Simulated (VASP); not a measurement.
# NiGe: single point with PBE

The system is NiGe.

```
CELL_PARAMETERS angstrom
5.39666 0.00000 0.00000
0.00000 3.48088 0.00000
0.00000 0.00000 5.84608
ATOMIC_POSITIONS crystal
Ni 0.98502 0.75000 0.19018
Ni 0.99645 0.25000 0.80982
Ni 0.49645 0.25000 0.69018
Ni 0.48502 0.75000 0.30982
Ge 0.81033 0.75000 0.58743
Ge 0.18967 0.25000 0.41257
Ge 0.68967 0.25000 0.08743
Ge 0.31033 0.75000 0.91257
```

This cell differs from its parent crystal: all Ni atoms moved -0.050 Å, as atom 1 along Cartesian [1 0 0].

```
Program             : VASP 6.6.1
Task                : single point
Functional          : PBE
Potentials or basis : VASP PAW PBE potentials, release 64 (Ni, Ge_d)
Cutoff              : 520 eV
k mesh              : 8 × 12 × 8
Occupations         : gaussian, width 0.15 eV
Spin                : no spin polarisation
```

```json
{"Pressure": "0.3 GPa", "Largest force": "0.349 eV/Å", "Band gap on the k mesh": "zero (bands 48 and 49 overlap by 1.76 eV)"}
```

Forces in eV/Å, atoms in the order of the input:
```
Ni   0.303  0.000 -0.012
Ni   0.326  0.000 -0.052
Ni   0.326  0.000  0.052
Ni   0.303  0.000  0.012
Ge  -0.309  0.000 -0.123
Ge  -0.320  0.000 -0.139
Ge  -0.320  0.000  0.139
Ge  -0.309  0.000  0.123
```

Levels at points of the mesh, in eV from the Fermi level:
| k point | band 44 | band 45 | band 46 | band 47 | band 48 | band 49 | band 50 | band 51 | band 52 | band 53 |
| --- | --- | --- | --- | --- | --- | --- | --- | --- | --- | --- |
| (0.00, 0.00, 0.00) | -1.65 | -1.62 | -1.05 | -0.83 | -0.80 | 0.58 | 0.78 | 3.89 | 3.99 | 4.34 |
| (0.50, 0.00, 0.00) | -1.63 | -1.54 | -1.54 | 0.72 | 0.72 | 1.50 | 1.50 | 3.01 | 3.01 | 4.38 |
| (0.00, 0.50, 0.00) | -1.66 | -1.56 | -1.55 | -1.25 | -1.14 | -0.52 | -0.51 | 1.92 | 1.95 | 2.11 |
| (0.50, 0.50, 0.00) | -1.69 | -1.34 | -1.34 | -1.34 | -1.34 | 0.27 | 0.27 | 0.28 | 0.28 | 4.07 |
| (0.00, 0.00, 0.50) | -1.71 | -1.22 | -1.21 | -0.21 | -0.19 | 1.11 | 1.15 | 2.50 | 2.53 | 4.22 |
| (0.50, 0.00, 0.50) | -1.73 | -0.92 | -0.92 | 0.68 | 0.68 | 2.41 | 2.41 | 2.48 | 2.48 | 2.57 |
| (0.00, 0.50, 0.50) | -1.62 | -1.59 | -1.59 | -1.48 | -1.46 | 0.38 | 0.40 | 0.60 | 0.63 | 2.10 |
| (0.50, 0.50, 0.50) | -1.76 | -1.52 | -1.52 | -1.52 | -1.52 | 2.41 | 2.41 | 2.41 | 2.41 | 3.17 |

Run time: 35 min on 1 thread of Oxide Virtual Turin-like Processor, with other jobs on the host, peak memory 0.8 GiB.

Caveat: the cell differs from its parent crystal (all Ni atoms moved -0.050 Å, as atom 1 along Cartesian [1 0 0]). Spin polarisation is off, so any magnetic state and its effect on volume and gap are missing.
